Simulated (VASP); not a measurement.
# LiTi8O16 (a cell with a defect) in VASP: further runs, part 2 of 2

VASP 6.6.1. The steps go on from the part before.

## Step 3: Single point, PBE

INCAR reads:

```
ALGO = Normal ; EDIFF = 1E-6
ENCUT = 650 ; GGA = PE
GGA_COMPAT = F ; ISIF = 2
ISMEAR = -1 ; ISYM = -1
LASPH = T ; LCHARG = F
LREAL = Auto ; LWAVE = F
NBANDS = 116 ; NELECT = 194.0
NELM = 120 ; PREC = Accurate
SIGMA = 0.01
```

KPOINTS reads:

```
explicit points
1
Reciprocal
  0.25000000   0.25000000   0.25000000 1
```

POSCAR reads:

```
LiTi8O16
1.0
    0.0000000000     -7.5970067500      0.0000000000
    7.5970067500      0.0000000000      0.0000000000
   -1.8992516900      1.8992516900      4.8515712600
Ti O Li
8 16 1
Direct
    0.0003731777      0.0013823451      0.0096059218
    0.3846191777      0.1176808521      0.5074425604
   -0.0029515510      0.5049009315      0.0073658717
    0.3835554032      0.6280722894      0.5053184429
    0.4999977520      0.0018972916      0.0074632932
    0.8742497875      0.1184742713      0.5093245068
    0.5006412522      0.5015242384      0.0050733287
    0.8734065287      0.6286907016      0.5073989514
    0.4778624383      0.2277654325      0.9177888962
    0.1056751924      0.1094506451      0.4233624657
    0.2743956515      0.0241012191      0.0970074475
    0.3930353993      0.3965173346      0.5913541849
    0.4774554032      0.7281936955      0.9157990562
    0.1050428832      0.5924905030      0.4197616967
    0.2732713234      0.5273097720      0.0902683384
    0.4002230703      0.8956693792      0.5914734472
    0.9745801890      0.2287118006      0.9243507155
    0.6065157681      0.1021565279      0.4233495888
    0.7739101172      0.0242438302      0.0988800084
    0.9096654153      0.3970574163      0.5949226991
    0.9734507858      0.7288697794      0.9196901645
    0.6060635791      0.5976549636      0.4211331869
    0.7731583016      0.5282068294      0.0950406919
    0.9052350649      0.8960098057      0.5935427106
    0.1290269700      0.3733565261      0.5076505928
```

Potentials or basis: VASP PAW PBE potentials, release 64 (Ti_sv, O, Li_sv).

On the command line:

```sh
> cat potpaw_PBE.64/Ti_sv/POTCAR potpaw_PBE.64/O/POTCAR potpaw_PBE.64/Li_sv/POTCAR > POTCAR
> mpirun -np 1 vasp_std > vasp.out
```

OUTCAR:

```text
EDIFF = 1E-6
   ENCUT = 650
   GGA = PE
   ISIF = 2
   ISMEAR = -1
   ISYM = -1
   LASPH = T
   LREAL = Auto
   NELECT = 194.0
   NELM = 120
   PREC = Accurate

 ion  position               nearest neighbor table
   1  0.000  0.001  0.010-  17 1.93  19 1.94  21 1.95  11 1.96  10 2.01  24 2.02
   2  0.385  0.118  0.507-  18 1.89  16 1.89   9 1.99  11 1.99  12 2.00  10 2.00  25 2.75
   3  0.997  0.505  0.007-  23 1.92  21 1.92  17 1.98  15 1.98  14 2.00  20 2.00
   4  0.384  0.628  0.505-  22 1.90  16 1.92  12 1.97  13 1.99  14 2.00  15 2.01  25 2.74
   5  0.500  0.002  0.007-  11 1.93   9 1.94  13 1.96  19 1.96  18 2.02  16 2.02
   6  0.874  0.118  0.509-  24 1.90  18 1.92  10 1.97  19 1.99  20 2.00  17 2.01  25 2.74
   7  0.501  0.502  0.005-  15 1.93  13 1.94  23 1.95   9 1.96  12 2.01  22 2.02
   8  0.873  0.629  0.507-  22 1.91  24 1.92  20 1.98  14 1.98  21 2.00  23 2.00  25 2.74
   9  0.478  0.228  0.918-   5 1.94   7 1.96   2 1.99
  10  0.106  0.109  0.423-  25 1.89   6 1.97   2 2.00   1 2.01
  11  0.274  0.024  0.097-   5 1.93   1 1.96   2 1.99
  12  0.393  0.397  0.591-  25 1.89   4 1.97   2 2.00   7 2.01
  13  0.477  0.728  0.916-   7 1.94   5 1.96   4 1.99
  14  0.105  0.592  0.420-  25 1.88   8 1.98   4 2.00   3 2.00
  15  0.273  0.527  0.090-   7 1.93   3 1.98   4 2.01
  16  0.400  0.896  0.591-   2 1.89   4 1.92   5 2.02
  17  0.975  0.229  0.924-   1 1.93   3 1.98   6 2.01
  18  0.607  0.102  0.423-   2 1.89   6 1.92   5 2.02
  19  0.774  0.024  0.099-   1 1.94   5 1.96   6 1.99
  20  0.910  0.397  0.595-  25 1.88   8 1.98   6 2.00   3 2.00
  21  0.973  0.729  0.920-   3 1.92   1 1.95   8 2.00
  22  0.606  0.598  0.421-   4 1.90   8 1.91   7 2.02
  23  0.773  0.528  0.095-   3 1.92   7 1.95   8 2.00
  24  0.905  0.896  0.594-   6 1.90   8 1.92   1 2.02
  25  0.129  0.373  0.508-  20 1.88  14 1.88  10 1.89  12 1.89   4 2.74   6 2.74   8 2.74   2 2.75

IMPORTANT INFORMATION: All symmetrisations will be switched off!
NOSYMM: (Re-)initialisation of all symmetry stuff for point group C_1.

----------------------------------------------------------------------------------------

                                     Primitive cell

  volume of cell :     280.0061

  direct lattice vectors                    reciprocal lattice vectors
     0.000000000 -7.597006750  0.000000000     0.000000000 -0.131630790  0.051529698
     7.597006750  0.000000000  0.000000000     0.131630790  0.000000000  0.051529698
    -1.899251690  1.899251690  4.851571260     0.000000000  0.000000000  0.206118790

  length of vectors
     7.597006750  7.597006750  5.545453783     0.141357613  0.141357613  0.206118790

  position of ions in fractional coordinates (direct lattice)
     0.000373178  0.001382345  0.009605922
     0.384619178  0.117680852  0.507442560
     0.997048449  0.504900932  0.007365872
     0.383555403  0.628072289  0.505318443
     0.499997752  0.001897292  0.007463293
     0.874249787  0.118474271  0.509324507
[... 17 lines left out ...]
     0.905235065  0.896009806  0.593542711
     0.129026970  0.373356526  0.507650593

  ion indices of the primitive-cell ions
   primitive index   ion index
                 1           1
                 2           2
                 3           3
                 4           4
                 5           5
                 6           6
[... 17 lines left out ...]
                24          24
                25          25

----------------------------------------------------------------------------------------

 KPOINTS: explicit points

Read explicit list of k-points.

 Found      1 k-points:

 Following reciprocal coordinates:
            Coordinates               Weight
  0.250000  0.250000  0.250000      1.000000
   k-points           NKPTS =      1   k-points in BZ     NKDIM =      1   number of bands    NBANDS=    116
   number of dos      NEDOS =    301   number of ions     NIONS =     25
   total plane-waves  NPLWV = 196608
   dimension x,y,z NGX =    64 NGY =   64 NGZ =   48
   dimension x,y,z NGXF=   128 NGYF=  128 NGZF=   96
   ions per type =               8  16   1
   NGX,Y,Z   is equivalent  to a cutoff of  14.01, 14.01, 14.39 a.u.
   NGXF,Y,Z  is equivalent  to a cutoff of  28.01, 28.01, 28.78 a.u.
 SYSTEM =  unknown system
   PREC   = accura    normal or accurate (medium, high low for compatibility)
   ISTART =      0    job   : 0-new  1-cont  2-samecut
   ICHARG =      2    charge: 1-file 2-atom 10-const
   ISPIN  =      1    spin polarized calculation?
   LNONCOLLINEAR =      F non collinear calculations
   LSORBIT =      F    spin-orbit coupling
   LASPH  =      T    aspherical Exc in radial PAW
   ENCUT  =  650.0 eV  47.77 Ry    6.91 a.u.  15.79 15.79 11.53*2*pi/ulx,y,z
   NELM   =    120;   NELMIN=  2; NELMDL= -5     # of ELM steps
   EDIFF  = 0.1E-05   stopping-criterion for ELM
   LREAL  =      T    real-space projection
   EDIFFG = 0.1E-04   stopping-criterion for IOM
   NSW    =      0    number of steps for IOM
   IBRION =     -1    ionic relax: 0-MD 1-quasi-New 2-CG
   NFREE  =      0    steps in history (QN), initial steepest desc. (CG)
   ISIF   =      2    stress and relaxation
   ISYM   =     -1    0-nonsym 1-usesym 2-fastsym
   POTIM  = 0.5000    time-step for ionic-motion
   TEBEG  =    0.0;   TEEND  =   0.0 temperature during run
   PSTRESS=    0.0 pullay stress
   NELECT =     194.0000    total number of electrons
   NUPDOWN=      -1.0000    fix difference up-down
   EMIN   =  10.00;   EMAX   =-10.00  energy-range for DOS
   EFERMI =   0.00;   METHOD = LEGACY
   ISMEAR =    -1;   SIGMA  =   0.01  broadening in eV -4-tet -1-fermi 0-gaus
   EFERMI_NEDOS =   21; number of points for ismear=-14 and -15
   IALGO  =     38    algorithm
   IMIX   =      4    mixing-type and parameters
     AMIX     =   0.40;   BMIX     =  1.00
     AMIX_MAG =   1.60;   BMIX_MAG =  1.00
  volume/ion in A,a.u.               =      11.20        75.58
  Fermi-wavevector in a.u.,A,eV,Ry     =   1.448615  2.737485 28.551621  2.098485
  Thomas-Fermi vector in A             =   2.566436
   LORBIT       =      0    0 simple, 1 ext, 2 COOP (PROOUT), +10 PAW based schemes
   GGA     = PE    functional components
   LHFCALC =     F    Hartree Fock is set to
   AEXX    =    0.0000 exact exchange contribution
   IVDW    =     0    specifies the selected vdW correction
   LEPSILON=     F    determine dielectric tensor
   LRPA    =     F    only Hartree local field effects (RPA)
 non-spin polarized calculation
  energy-cutoff  :      650.00
  volume of cell :      280.01
 maximum number of plane-waves:     10548
 NGX is ok and might be reduce to    64
   NGX = 31   NGY = 31   NGZ = 23

 number of electron     194.0000000 magnetization

 Free energy of the ion-electron system (eV)
  ---------------------------------------------------
  ext. energy  EPLUGINS =         0.00000000
  ---------------------------------------------------
  free energy    TOTEN  =      -225.01195539 eV

  energy without entropy =     -225.01195539  energy(sigma->0) =     -225.01195539

 E-fermi :   3.4917     XC(G=0): -10.6579

 val. band max:        3.1881034567   @ k =   0.2500   0.2500   0.2500
 cond. band min:       6.0723442995   @ k =   0.2500   0.2500   0.2500
 fundamental gap:      2.8842408427
 Fermi energy:         3.4917345932

 k-point     1 :       0.2500    0.2500    0.2500
  band No.  band energies     occupation
      1     -53.1109      2.00000
      2     -53.0811      2.00000
      3     -53.0763      2.00000
      4     -53.0646      2.00000
      5     -53.0587      2.00000
      6     -53.0557      2.00000
[... 101 lines left out ...]
    108       6.8667      0.00000
    109       6.8713      0.00000
 [bands above 109 left out]

------------------------ aborting loop because EDIFF is reached ----------------------------------------

  FORCE on cell =-STRESS in cart. coord.  units (eV):
  Direction    XX          YY          ZZ          XY          YZ          ZX
  --------------------------------------------------------------------------------------
  -------------------------------------------------------------------------------------
  Total       -4.4882029     -4.4212917     -7.4444640     -0.6337303      1.1454994     -1.0652028
  in kB      -25.6812187    -25.2983566    -42.5967608     -3.6261653      6.5544767     -6.0950243
  external PRESSURE =     -31.1921120 kB  Pullay stress =       0.0000000 kB

 VOLUME and BASIS-vectors are now :
 -----------------------------------------------------------------------------
  energy-cutoff  :      650.00
  volume of cell :      280.01
      direct lattice vectors                 reciprocal lattice vectors
     0.000000000 -7.597006750  0.000000000     0.000000000 -0.131630790  0.051529698
     7.597006750  0.000000000  0.000000000     0.131630790  0.000000000  0.051529698
    -1.899251690  1.899251690  4.851571260     0.000000000  0.000000000  0.206118790

 POSITION                                       TOTAL-FORCE (eV/Angst)
 -----------------------------------------------------------------------------------
     -0.00774      0.01541      0.04660        -0.034181      0.009183      0.002604
     -0.06974     -1.95819      2.46189         0.011519      0.030012     -0.000370
      3.82175     -7.56059      0.03574        -0.007769     -0.010235     -0.000763
      3.81174     -1.95415      2.45159         0.004099      0.001771     -0.008674
      0.00024     -3.78431      0.03621        -0.004452     -0.010491      0.011228
     -0.06729     -5.67435      2.47102         0.011238     -0.004855      0.010055
[... 17 lines left out ...]
      5.67971     -5.74979      2.87961         0.004046     -0.003673     -0.014584
      1.87224     -0.01606      2.46290         0.005723      0.002492     -0.001060
 -----------------------------------------------------------------------------------
    total drift:                               -0.035037      0.051990      0.110436

  FREE ENERGIE OF THE ION-ELECTRON SYSTEM (eV)
  ---------------------------------------------------
  free  energy   TOTEN  =      -225.0119553945 eV

  energy  without entropy=     -225.0119553945  energy(sigma->0) =     -225.01195539
```

Wall time 2.4 min (1 thread of Intel Xeon Platinum 8375C at 2.90GHz (Ice Lake), shared host); peak memory 0.45 GiB.

Results:

```
Free energy   : -225.0120 eV
Largest force : 0.037 eV/Å
```

Forces on the atoms (eV/Å):
```
Ti  -0.034  0.009  0.003
Ti   0.012  0.030  0.000
Ti  -0.008 -0.010 -0.001
Ti   0.004  0.002 -0.009
Ti  -0.004 -0.010  0.011
Ti   0.011 -0.005  0.010
Ti  -0.002  0.009  0.036
Ti  -0.001 -0.012  0.013
O   -0.003  0.001  0.016
O   -0.011 -0.007  0.015
O    0.003  0.006 -0.023
O   -0.003 -0.007 -0.023
O    0.006 -0.001  0.019
O    0.007 -0.006  0.016
O    0.003  0.004 -0.024
O    0.003 -0.004 -0.018
O    0.006 -0.002  0.015
O   -0.009 -0.010  0.010
O    0.008  0.005 -0.027
O   -0.001  0.008 -0.023
O    0.008 -0.003  0.018
O   -0.013  0.000  0.011
O    0.010  0.004 -0.028
O    0.004 -0.004 -0.015
Li   0.006  0.002 -0.001
```

Levels at points of the mesh, in eV from the Fermi level:
```tsv
k point	band 95	band 96	band 97	band 98	band 99	band 100
(0.25, 0.25, 0.25)	-0.65	-0.62	-0.30	2.58	2.70	2.90
```

Caveat: the cell carries a net charge on a neutralising background, which shifts energy and pressure; the cell is charged against a uniform background, so pressure and absolute levels hang on convention.

## Step 4: Single point, PBE

INCAR reads:

```
PREC = Accurate
ENCUT = 650
EDIFF = 1E-6
ISMEAR = -1
SIGMA = 0.01
LREAL = Auto
LASPH = True
NELM = 120
ALGO = Normal
ISIF = 2
LWAVE = False
LCHARG = False
GGA = PE
NBANDS = 116
NELECT = 194.0
GGA_COMPAT = False
ISYM = -1
```

KPOINTS is that of step 3.

POSCAR reads:

```
LiTi8O16
1.0
    0.0000000000     -7.5970067500      0.0000000000
    7.5970067500      0.0000000000      0.0000000000
   -1.8992516900      1.8992516900      4.8515712600
Ti O Li
8 16 1
Direct
   -0.0083108246     -0.0025342074     -0.0041281471
    0.3782245864      0.1206227355      0.4934663167
   -0.0090243134      0.5076677377     -0.0064729545
    0.3751969399      0.6238277575      0.4913117570
    0.5017237033     -0.0031476396     -0.0067951182
    0.8743884552      0.1235298358      0.4956109827
    0.5014858165      0.5072615123     -0.0080946971
    0.8757334215      0.6234295783      0.4938148636
    0.4661792598      0.2283070215      0.9057830473
    0.1022518701      0.0979942722      0.4110140598
    0.2702422908      0.0331565465      0.0806899413
    0.4009705882      0.3966732378      0.5766498831
    0.4701033304      0.7293666251      0.9073058529
    0.1010865705      0.6011789260      0.4039808744
    0.2699479152      0.5157610442      0.0774410969
    0.4019282905      0.8964641154      0.5811241037
    0.9822012337      0.2289627296      0.9097316650
    0.6021096826      0.0969382215      0.4057605041
    0.7693871408      0.0281396752      0.0800616912
    0.8977301812      0.3977033779      0.5833303992
    0.9755177320      0.7298295206      0.9095723351
    0.6016246513      0.6008546112      0.4022171159
    0.7690579572      0.5241454461      0.0778288063
    0.8977128803      0.8972902138      0.5852066986
    0.2458788762      0.2514780551      0.9905914481
```

On the command line:

```sh
> cat potpaw_PBE.64/Ti_sv/POTCAR potpaw_PBE.64/O/POTCAR potpaw_PBE.64/Li_sv/POTCAR > POTCAR
> mpirun -np 1 vasp_std > vasp.out
```

Run time: 2 min. Hardware: 1 thread of Intel Xeon Platinum 8375C at 2.90GHz (Ice Lake), shared host; peak memory 0.45 GiB.

The run converged. Its results:

- Free energy: -225.0116 eV
- Largest force: 0.036 eV/Å

Forces in eV/Å, atoms in the order of the input:
```
Ti   0.015 -0.022  0.007
Ti  -0.002 -0.019 -0.005
Ti  -0.012 -0.018 -0.010
Ti   0.030  0.007 -0.018
Ti  -0.009  0.017 -0.009
Ti   0.010 -0.013 -0.015
Ti  -0.015 -0.001 -0.002
Ti   0.004  0.007 -0.035
O    0.007 -0.003  0.025
O   -0.001  0.002  0.020
O   -0.006  0.007 -0.003
O   -0.008  0.006 -0.008
O    0.008  0.002  0.018
O   -0.002 -0.013  0.024
O    0.012  0.024 -0.010
O   -0.006  0.002 -0.015
O    0.006  0.013  0.015
O   -0.005 -0.006  0.024
O    0.003  0.009 -0.014
O   -0.011  0.003 -0.019
O   -0.001  0.006  0.020
O   -0.002 -0.011  0.027
O   -0.004 -0.001 -0.011
O   -0.008 -0.001 -0.011
Li  -0.005  0.003  0.007
```

Levels at points of the mesh, in eV from the Fermi level:
| k point | band 93 | band 94 | band 95 | band 96 | band 97 | band 98 | band 99 | band 100 | band 101 | band 102 |
| --- | --- | --- | --- | --- | --- | --- | --- | --- | --- | --- |
| (0.25, 0.25, 0.25) | -0.72 | -0.65 | -0.65 | -0.62 | -0.30 | 2.58 | 2.71 | 2.91 | 2.94 | 3.00 |

Caveat: the cell carries a net charge on a neutralising background, which shifts energy and pressure; the cell is charged against a uniform background, so pressure and absolute levels hang on convention.
